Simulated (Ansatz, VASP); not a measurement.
Given: the input of a run of Ansatz 0.2.0 on GdO.

The input input.yaml:

```yaml
crystal:
  lattice:
    - [0.0, 2.7529546205, 2.7529546205]
    - [2.7529546205, 0.0, 2.7529546205]
    - [2.7529546205, 2.7529546205, 0.0]
  atoms:
    - { symbol: Gd, position: [0.0, 0.0, 0.0], spin: 7.0 }
    - { symbol: O, position: [0.25, 0.25, 0.25] }
hamiltonian:
  xc: r2scan
  pseudopotentials: { kind: paw }
magnetization:
  spin_polarized: true
kpoints:
  mp_grid: { grid: [9, 9, 9] }
scf:
  occupations: { method: fermi_dirac, width: 0.05 }
output:
  forces: true
  stress: true
  eigenvalues: true
```

Potentials or basis: Ansatz PAW.

Run with:

```console
$ ansatz run input.yaml --threads 2 --pin off --max-ram 5632MiB --backend cpu --events-out ev --progress --plain --runs-dir out
```

Translate it to VASP 6.6.1. Potentials there: VASP PAW PBE potentials, release 64 (Gd, O).

As run (the cutoff follows the program's own potentials):

The input POSCAR:

```
GdO
1.0
    0.0000000000      2.7529546205      2.7529546205
    2.7529546205      0.0000000000      2.7529546205
    2.7529546205      2.7529546205      0.0000000000
Gd O
1 1
Direct
    0.0000000000      0.0000000000      0.0000000000
    0.2500000000      0.2500000000      0.2500000000
```

Contents of INCAR.step1:

```
PREC = Accurate
ENCUT = 520
ISMEAR = -1
SIGMA = 0.05
LREAL = False
LASPH = True
NELM = 150
ISPIN = 2
MAGMOM = 7 0
LMAXMIX = 6
NBANDS = 23
GGA = PE
ALGO = Normal
EDIFF = 1E-4
LWAVE = True
LCHARG = False
```

Contents of INCAR.step2:

```
PREC = Accurate
ENCUT = 520
EDIFF = 1E-7
ISMEAR = -1
SIGMA = 0.05
LREAL = False
LASPH = True
NELM = 150
ALGO = Normal
ISIF = 2
LWAVE = False
LCHARG = False
ISPIN = 2
MAGMOM = 7 0
LORBIT = 11
LMAXMIX = 6
METAGGA = R2SCAN
LMIXTAU = True
NBANDS = 23
ISTART = 1
```

KPOINTS

```
Automatic mesh
0
Gamma
  9 9 9
```

Potentials or basis: VASP PAW PBE potentials, release 64 (Gd, O).

Run with:

```sh
$ cat potpaw_PBE.64/Gd/POTCAR potpaw_PBE.64/O/POTCAR > POTCAR
$ cp INCAR.step1 INCAR
$ mpirun -np 1 vasp_std > vasp.out
$ cp INCAR.step2 INCAR
$ mpirun -np 1 vasp_std > vasp.out
```

Both were run:

|  | VASP | Ansatz | Ansatz less VASP |
| --- | --- | --- | --- |
| gap on the k mesh at the Fermi level (eV) | none | none | - |
| pressure (GPa) | -7.5 | -7.4 | +0.07 |
| net moment per atom (μB) | 3.97 | 3.97 | +0.002 |
| size of the moment on the site where the two differ most (μB) | 6.98 | 7.05 | +0.066 |

VASP's potentials were made for PBE, not for r2SCAN. Site moments also hang on the region over which each program counts them. A gap of «none» marks a metal or a gap that the smearing closes.

Spin-orbit coupling is off throughout. Noted on Ansatz's run: the magnetic or orbital state may not be the lowest.
